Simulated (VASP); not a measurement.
Input of a VASP 6.6.1 run:

INCAR

```
  PREC = Accurate
  ENCUT = 520
  EDIFF = 1E-8
  ISMEAR = 0
  SIGMA = 0.01
  LREAL = False
  LASPH = True
  NELM = 100
  ALGO = Normal
  ISIF = 2
  LWAVE = False
  LCHARG = False
  IBRION = 8
  NSW = 1
  LEPSILON = True
```

The input KPOINTS:

```
Automatic mesh
0
Gamma
  10 10 10
```

File POSCAR:

```
BAs
1.0
    0.0000000000      2.3889000000      2.3889000000
    2.3889000000      0.0000000000      2.3889000000
    2.3889000000      2.3889000000      0.0000000000
B As
1 1
Direct
    0.0000000000      0.0000000000      0.0000000000
    0.2500000000      0.2500000000      0.2500000000
```

Potentials or basis: VASP PAW LDA potentials, release 64 (B, As).

Run with:

```sh
$ cat potpaw_LDA.64/B/POTCAR potpaw_LDA.64/As/POTCAR > POTCAR
$ mpirun -np 1 vasp_std > vasp.out
```

Task: Estimate the electronic dielectric tensor (diagonal).

Result: 9.85.

Task: Estimate the Born charges (mean of the diagonal).

Result: B -0.49; As +0.49 e.

Task: Estimate the highest phonon frequency at Γ, LO-TO splitting left out.

Result: 685 cm⁻¹.

Phonon frequencies in cm⁻¹ (negative: imaginary):
```
              q point        frequencies
(0.000, 0.000, 0.000)  0 0 0 685 685 685
```

Caveat: the cell wasn't relaxed at this level first, which shifts response properties.
